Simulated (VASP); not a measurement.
# Mg2Sn: electric field gradients with LDA

Mg2Sn:

```
Mg Sn
1.0
     0.00000    3.33383    3.33383
     3.33383    0.00000    3.33383
     3.33383    3.33383    0.00000
Mg Sn
2 1
Direct
  0.25000 0.25000 0.25000
  0.75000 0.75000 0.75000
  0.00000 0.00000 0.00000
```

```json
{
 "Program": "VASP 6.6.1",
 "Task": "electric field gradients",
 "Functional": "LDA",
 "Potentials or basis": "VASP PAW LDA potentials, release 64 (Mg, Sn_d)",
 "Cutoff": "520 eV",
 "k mesh": "11 × 11 × 11",
 "Occupations": "fermi-dirac, width 0.08 eV",
 "Spin": "no spin polarisation",
 "Dipole correction": "no",
 "Further INCAR settings": "ALGO = Normal; EDIFF = 1e-08; NBANDS = 16"
}
```

The pressure is -0.4 GPa, the band gap on the k mesh is zero (bands 9 and 10 overlap by 0.09 eV) and the largest electric field gradient by atom is zero within the noise of the run.

Levels at points of the mesh, in eV from the Fermi level:
```
           k point  band 6  band 7  band 8  band 9  band 10  band 11  band 12  band 13
(0.00, 0.00, 0.00)   -9.30    0.02    0.02    0.02     1.56     2.25     2.25     2.25
```

It took 96 s on 1 thread of Intel Xeon 8259CL (shared host), peak memory 0.21 GiB.

Caveat: spin-orbit coupling is left out, which moves the levels of the heavy elements.
